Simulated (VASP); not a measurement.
A run of VASP 6.6.1 is set up as follows.

File INCAR:

```
SYSTEM = Li2Rh
ALGO = Fast
EDIFF = 1E-7
EDIFFG = -0.04
ENCUT = 600
GGA = PE
IBRION = 2
ISIF = 3
ISMEAR = 0
LASPH = .TRUE.
LCHARG = .FALSE.
LREAL = .FALSE.
LWAVE = .FALSE.
NELM = 100
NSW = 90
PREC = Accurate
SIGMA = 0.1
```

KPOINTS

```
k-points
0
G
  9 9 4
  0 0 0
```

Contents of POSCAR:

```
Li2Rh
1.0
    2.7279122113      0.0000000000      0.0000000000
   -1.3639561057      2.3624412743      0.0000000000
    0.0000000000      0.0000000000      6.8790497569
Li Rh
2 1
Direct
    0.3333333333      0.6666666667      0.3004791106
    0.6666666667      0.3333333333      0.6995208894
    0.0000000000      0.0000000000      0.0000000000
```

Potentials or basis: VASP PAW PBE potentials, release 64 (Li_sv, Rh_pv).

The run is started by

```bash
$ cat potpaw_PBE.64/Li_sv/POTCAR potpaw_PBE.64/Rh_pv/POTCAR > POTCAR
$ mpirun -np 1 vasp_std > vasp.out
```

Q: Predict the relaxed volume.

A: 14.71 Å³/atom.

Q: Predict the relaxed cell.

A: a = 2.722 Å, b = 2.722 Å, c = 6.875 Å, α = 90.00°, β = 90.00°, γ = 120.00°.

Q: What does it give for the space group after relaxing (to 0.1 Å)?

A: P-3m1 (No. 164).

Q: Predict the band gap on the k mesh.

A: Zero (an odd number of electrons rules out a gap without spin polarisation).

Step by step:
| step | energy change (eV) | largest force (eV/Å) | pressure (GPa) | volume (Å³) |
| --- | --- | --- | --- | --- |
| 1 | 0.0000 | 0.0167 | -0.37 | 44.33 |
| 2 | -0.0003 | 0.0008 | 0.01 | 44.12 |

Caveat: the cutoff is under 1.25 times the usual one of these potentials, so pressure, stress and relaxed cells hold a basis-set (Pulay) error.
